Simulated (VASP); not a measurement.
# AlGa2N2 (I4/mmm) in VASP: single point with PBE

Aim: the single point of AlGa2N2 with PBE.

All numbers are computed with VASP 6.6.1; they aren't measurements. Logs are shortened: lines on timing, memory, paths and dates and some standing lists are left out, and cuts for length are marked.

## 1. The cell of the first run

The structure is tetragonal, space group I4/mmm (No. 139). The conventional cell has a = 3.457 Å, b = 3.457 Å, c = 11.969 Å, α = 90.00°, β = 90.00°, γ = 90.00°. Al (site symmetry 4/mmm) has 10 Ga at 3.15 to 4.00 Å and 8 N at 3.46 Å and 4 Al at 3.46 Å within 4.1 Å. Within 2.6 Å of Ga (site symmetry 4mm) lie 4 N at 2.00 Å. N (site symmetry -4m2) has 4 Ga at 2.00 Å and 4 N at 2.44 Å within 2.6 Å.

## 2. Single point, PBE, collinear spin, ferromagnetic start

INCAR reads:

```
PREC = Accurate ; ENCUT = 520
EDIFF = 1E-6 ; ISMEAR = 0
SIGMA = 0.1 ; LREAL = F
LASPH = T ; NELM = 150
ALGO = Normal ; ISIF = 2
LWAVE = F ; LCHARG = F
ISPIN = 2 ; MAGMOM = 0 0 0 1 1
LORBIT = 11 ; GGA = PE
NBANDS = 32
```

KPOINTS reads:

```
Automatic mesh
0
Gamma
  8 8 8
```

POSCAR reads:

```
AlGa2N2
1.0
   -1.7283015300      1.7283015300      5.9843001800
    1.7283015300     -1.7283015300      5.9843001800
    1.7283015300      1.7283015300     -5.9843001800
Al Ga N
1 2 2
Direct
    0.0000000000      0.0000000000      0.0000000000
    0.3339713800      0.3339713800      0.0000000000
    0.6660286200      0.6660286200      0.0000000000
    0.7500000000      0.2500000000      0.5000000000
    0.2500000000      0.7500000000      0.5000000000
```

Potentials or basis: VASP PAW PBE potentials, release 64 (Al, Ga_d, N).

Launch:

```sh
$ cat potpaw_PBE.64/Al/POTCAR potpaw_PBE.64/Ga_d/POTCAR potpaw_PBE.64/N/POTCAR > POTCAR
$ mpirun -np 1 vasp_std > vasp.out
```

OUTCAR:

```text
PREC = Accurate
   ENCUT = 520
   EDIFF = 1E-6
   ISMEAR = 0
   LREAL = F
   LASPH = T
   NELM = 150
   ISIF = 2
   ISPIN = 2
   LORBIT = 11
   GGA = PE

 ion  position               nearest neighbor table
   1  0.000  0.000  0.000-
   2  0.334  0.334  0.000-   4 2.00   5 2.00   5 2.00   4 2.00
   3  0.666  0.666  0.000-   5 2.00   4 2.00   4 2.00   5 2.00
   4  0.750  0.250  0.500-   2 2.00   3 2.00   2 2.00   3 2.00
   5  0.250  0.750  0.500-   2 2.00   3 2.00   2 2.00   3 2.00

  LATTYP: Found a body centered tetragonal cell.
 ALAT       =     3.4566030600
 C/A-ratio  =     3.4625324783

  Lattice vectors:

 A1 = (  -1.7283015300,   1.7283015300,   5.9843001800)
 A2 = (   1.7283015300,  -1.7283015300,   5.9843001800)
 A3 = (   1.7283015300,   1.7283015300,  -5.9843001800)

Analysis of symmetry for initial positions (statically):
=====================================================================
 Subroutine PRICEL returns:
 Original cell was already a primitive cell.

 Routine SETGRP: Setting up the symmetry group for a
 body centered tetragonal supercell.

 Subroutine GETGRP returns: Found 16 space group operations
 (whereof 16 operations were pure point group operations)
 out of a pool of 16 trial point group operations.

The static configuration has the point symmetry D_4h.

Analysis of symmetry for dynamics (positions and initial velocities):
=====================================================================
 Subroutine PRICEL returns:
 Original cell was already a primitive cell.

 Routine SETGRP: Setting up the symmetry group for a
 body centered tetragonal supercell.

 Subroutine GETGRP returns: Found 16 space group operations
 (whereof 16 operations were pure point group operations)
 out of a pool of 16 trial point group operations.

The dynamic configuration has the point symmetry D_4h.

Analysis of structural, dynamic, and magnetic symmetry:
=====================================================================
 Subroutine PRICEL returns:
 Original cell was already a primitive cell.

 Routine SETGRP: Setting up the symmetry group for a
 body centered tetragonal supercell.

 Subroutine GETGRP returns: Found 16 space group operations
 (whereof 16 operations were pure point group operations)
 out of a pool of 16 trial point group operations.

The overall configuration has the point symmetry D_4h.

 Subroutine INISYM returns: Found 16 space group operations
 (whereof 16 operations are pure point group operations),
 and found     1 'primitive' translations

----------------------------------------------------------------------------------------

                                     Primitive cell

  volume of cell :      71.5010

  direct lattice vectors                    reciprocal lattice vectors
    -1.728301530  1.728301530  5.984300180     0.000000000  0.289301370  0.083551958
     1.728301530 -1.728301530  5.984300180     0.289301370  0.000000000  0.083551958
     1.728301530  1.728301530 -5.984300180     0.289301370  0.289301370  0.000000000

  length of vectors
     6.464201498  6.464201498  6.464201498     0.301124911  0.301124911  0.409133921

  position of ions in fractional coordinates (direct lattice)
     0.000000000  0.000000000  0.000000000
     0.333971380  0.333971380  0.000000000
     0.666028620  0.666028620  0.000000000
     0.750000000  0.250000000  0.500000000
     0.250000000  0.750000000  0.500000000

  ion indices of the primitive-cell ions
   primitive index   ion index
                 1           1
                 2           2
                 3           3
                 4           4
                 5           5

----------------------------------------------------------------------------------------

 KPOINTS: Automatic mesh

Automatic generation of k-mesh.
 Grid dimensions read from file:
 generate k-points for:    8    8    8

 Generating k-lattice:

  Cartesian coordinates                     Fractional coordinates (reciprocal lattice)
     0.000000000  0.036162671  0.010443995     0.125000000  0.000000000 -0.000000000
     0.036162671  0.000000000  0.010443995     0.000000000  0.125000000 -0.000000000
     0.036162671  0.036162671  0.000000000     0.000000000  0.000000000  0.125000000

  Length of vectors
     0.037640614  0.037640614  0.051141740

  Shift w.r.t. Gamma in fractional coordinates (k-lattice)
     0.000000000  0.000000000  0.000000000

 Subroutine IBZKPT returns following result:
 ===========================================

 Found     59 irreducible k-points:

 Following reciprocal coordinates:
            Coordinates               Weight
  0.000000  0.000000  0.000000      1.000000
  0.125000  0.000000  0.000000      8.000000
  0.250000  0.000000  0.000000      8.000000
  0.375000 -0.000000  0.000000      8.000000
  0.500000  0.000000  0.000000      4.000000
  0.125000  0.125000  0.000000      8.000000
[... 16 lines left out ...]
  0.250000  0.125000  0.125000     16.000000
  0.375000  0.125000  0.125000      8.000000
 [... further k-points ...]
   k-points           NKPTS =     59   k-points in BZ     NKDIM =     59   number of bands    NBANDS=     32
   number of dos      NEDOS =    301   number of ions     NIONS =      5
   total plane-waves  NPLWV = 110592
   dimension x,y,z NGX =    48 NGY =   48 NGZ =   48
   dimension x,y,z NGXF=    96 NGYF=   96 NGZF=   96
   ions per type =               1   2   2
   NGX,Y,Z   is equivalent  to a cutoff of  12.34, 12.34, 12.34 a.u.
   NGXF,Y,Z  is equivalent  to a cutoff of  24.69, 24.69, 24.69 a.u.
 SYSTEM =  unknown system
   PREC   = accura    normal or accurate (medium, high low for compatibility)
   ISTART =      0    job   : 0-new  1-cont  2-samecut
   ICHARG =      2    charge: 1-file 2-atom 10-const
   ISPIN  =      2    spin polarized calculation?
   LNONCOLLINEAR =      F non collinear calculations
   LSORBIT =      F    spin-orbit coupling
   LASPH  =      T    aspherical Exc in radial PAW
   ENCUT  =  520.0 eV  38.22 Ry    6.18 a.u.  12.02 12.02 12.02*2*pi/ulx,y,z
   NELM   =    150;   NELMIN=  2; NELMDL= -5     # of ELM steps
   EDIFF  = 0.1E-05   stopping-criterion for ELM
   LREAL  =      F    real-space projection
   EDIFFG = 0.1E-04   stopping-criterion for IOM
   NSW    =      0    number of steps for IOM
   IBRION =     -1    ionic relax: 0-MD 1-quasi-New 2-CG
   NFREE  =      0    steps in history (QN), initial steepest desc. (CG)
   ISIF   =      2    stress and relaxation
   ISYM   =      2    0-nonsym 1-usesym 2-fastsym
   POTIM  = 0.5000    time-step for ionic-motion
   TEBEG  =    0.0;   TEEND  =   0.0 temperature during run
   PSTRESS=    0.0 pullay stress
   NELECT =      39.0000    total number of electrons
   NUPDOWN=      -1.0000    fix difference up-down
   EMIN   =  10.00;   EMAX   =-10.00  energy-range for DOS
   EFERMI =   0.00;   METHOD = LEGACY
   ISMEAR =     0;   SIGMA  =   0.10  broadening in eV -4-tet -1-fermi 0-gaus
   EFERMI_NEDOS =   21; number of points for ismear=-14 and -15
   IALGO  =     38    algorithm
   IMIX   =      4    mixing-type and parameters
     AMIX     =   0.40;   BMIX     =  1.00
     AMIX_MAG =   1.60;   BMIX_MAG =  1.00
  volume/ion in A,a.u.               =      14.30        96.50
  Fermi-wavevector in a.u.,A,eV,Ry     =   1.337598  2.527693 24.343109  1.789168
  Thomas-Fermi vector in A             =   2.466134
   LORBIT       =     11    0 simple, 1 ext, 2 COOP (PROOUT), +10 PAW based schemes
   GGA     = PE    functional components
   LHFCALC =     F    Hartree Fock is set to
   AEXX    =    0.0000 exact exchange contribution
   IVDW    =     0    specifies the selected vdW correction
   LEPSILON=     F    determine dielectric tensor
   LRPA    =     F    only Hartree local field effects (RPA)
 spin polarized calculation
 Gauss-broadening in eV      SIGMA  =   0.10
  energy-cutoff  :      520.00
  volume of cell :       71.50
 maximum number of plane-waves:      1950
   NGX = 23   NGY = 23   NGZ = 23

 number of electron      38.9999997 magnetization      -0.0057788

 number of electron      38.9999997 magnetization       0.0015135

 Free energy of the ion-electron system (eV)
  ---------------------------------------------------
  ext. energy  EPLUGINS =         0.00000000
  ---------------------------------------------------
  free energy    TOTEN  =       -22.16239632 eV

  energy without entropy =      -22.14372812  energy(sigma->0) =      -22.15306222

 E-fermi :   5.6392     XC(G=0): -10.7127

 val. band max:        5.6345223692   @ k =  -0.2500   0.1250   0.0000
 cond. band min:       5.6459011082   @ k =   0.3750   0.2500   0.1250
 fundamental gap:      0.0113787390
 Fermi energy:         5.6391714248

 spin component 1

 k-point     1 :       0.0000    0.0000    0.0000
  band No.  band energies     occupation
      1     -11.7599      1.00000
      2      -9.8538      1.00000
      3      -9.0527      1.00000
      4      -9.0527      1.00000
      5      -8.9683      1.00000
      6      -8.9616      1.00000
[... 805 lines left out ...]
     30      17.0940      0.00000
     31      17.6487      0.00000

 [... further k-points ...]

 spin component 2

 k-point     1 :       0.0000    0.0000    0.0000
  band No.  band energies     occupation
      1     -11.7592      1.00000
      2      -9.8535      1.00000
      3      -9.0526      1.00000
      4      -9.0526      1.00000
      5      -8.9683      1.00000
      6      -8.9615      1.00000
[... 805 lines left out ...]
     30      17.0944      0.00000
     31      17.6489      0.00000

 [... further k-points ...]

 [bands above 31 left out]

------------------------ aborting loop because EDIFF is reached ----------------------------------------

  FORCE on cell =-STRESS in cart. coord.  units (eV):
  Direction    XX          YY          ZZ          XY          YZ          ZX
  --------------------------------------------------------------------------------------
  -------------------------------------------------------------------------------------
  Total        5.7435499      5.7435499     -0.4824068      0.0000000      0.0000000      0.0000000
  in kB      128.7000123    128.7000123    -10.8096490      0.0000000      0.0000000      0.0000000
  external PRESSURE =      82.1967918 kB  Pullay stress =       0.0000000 kB

 VOLUME and BASIS-vectors are now :
 -----------------------------------------------------------------------------
  energy-cutoff  :      520.00
  volume of cell :       71.50
      direct lattice vectors                 reciprocal lattice vectors
    -1.728301530  1.728301530  5.984300180     0.000000000  0.289301370  0.083551958
     1.728301530 -1.728301530  5.984300180     0.289301370  0.000000000  0.083551958
     1.728301530  1.728301530 -5.984300180     0.289301370  0.289301370  0.000000000

 POSITION                                       TOTAL-FORCE (eV/Angst)
 -----------------------------------------------------------------------------------
      0.00000      0.00000      0.00000        -0.000000     -0.000000     -0.000000
      0.00000      0.00000      3.99717         0.000000      0.000000      0.004572
      0.00000      0.00000      7.97143        -0.000000     -0.000000     -0.004572
     -0.00000      1.72830      2.99215        -0.000000     -0.000000      0.000000
      1.72830     -0.00000      2.99215        -0.000000     -0.000000     -0.000000
 -----------------------------------------------------------------------------------
    total drift:                                0.000000      0.000000      0.000000

  FREE ENERGIE OF THE ION-ELECTRON SYSTEM (eV)
  ---------------------------------------------------
  free  energy   TOTEN  =       -22.1623963210 eV

  energy  without entropy=      -22.1437281249  energy(sigma->0) =      -22.15306222

 total charge

# of ion       s       p       d       tot
------------------------------------------
    1        0.551   0.179   0.000   0.730
    2        0.808   0.802  10.124  11.733
    3        0.808   0.802  10.124  11.733
    4        1.321   2.347   0.000   3.668
    5        1.321   2.347   0.000   3.668
--------------------------------------------------
tot          4.808   6.477  20.248  31.533

 magnetization (x)

# of ion       s       p       d       tot
------------------------------------------
    1        0.000   0.000   0.000   0.000
    2       -0.000   0.000   0.000   0.000
    3       -0.000   0.000   0.000   0.000
    4        0.000   0.000   0.000   0.000
    5        0.000   0.000   0.000   0.000
--------------------------------------------------
tot          0.000   0.001   0.000   0.001
```

Run time: 13 min. Hardware: 1 thread of Intel Xeon Platinum 8259CL at 2.50GHz (Skylake/Cascade Lake), shared host; peak memory 0.53 GiB.

Results:

- Free energy: -22.1624 eV
- Pressure: 8.2 GPa
- Largest force: 0.005 eV/Å
- Net moment: 0.00 μB per cell
- Valence electrons inside the program's atomic spheres: Al 0.73; Ga 11.73; N 3.67

Forces in eV/Å, atoms in the order of the input:
```
Al   0.000  0.000  0.000
Ga   0.000  0.000  0.005
Ga   0.000  0.000 -0.005
N    0.000  0.000  0.000
N    0.000  0.000  0.000
```

Stress tensor (GPa, compression positive):
```
12.87  0.00  0.00
 0.00 12.87  0.00
 0.00  0.00 -1.08
```

Levels at points of the mesh, in eV from the Fermi level:
Spin up:
```csv
k point,band 17,band 18,band 19,band 20,band 21,band 22,band 23,band 24
"(0.00, 0.00, 0.00)",-1.02,-0.07,-0.07,0.64,2.76,3.46,3.46,3.55
"(0.50, 0.00, 0.00)",-2.99,-2.98,-2.62,-2.38,0.78,1.79,5.37,5.98
"(0.50, 0.50, 0.00)",-2.20,-1.31,-0.85,0.21,0.36,1.24,1.24,2.77
"(0.50, 0.50, 0.50)",-3.20,-0.98,-0.04,-0.04,3.09,4.24,4.24,5.85
```
Spin down:
```csv
k point,band 17,band 18,band 19,band 20,band 21,band 22,band 23,band 24
"(0.00, 0.00, 0.00)",-1.02,-0.07,-0.07,0.64,2.76,3.46,3.46,3.55
"(0.50, 0.00, 0.00)",-2.99,-2.98,-2.62,-2.38,0.78,1.79,5.37,5.98
"(0.50, 0.50, 0.00)",-2.20,-1.31,-0.85,0.21,0.36,1.24,1.24,2.77
"(0.50, 0.50, 0.50)",-3.20,-0.98,-0.04,-0.04,3.09,4.24,4.24,5.85
```
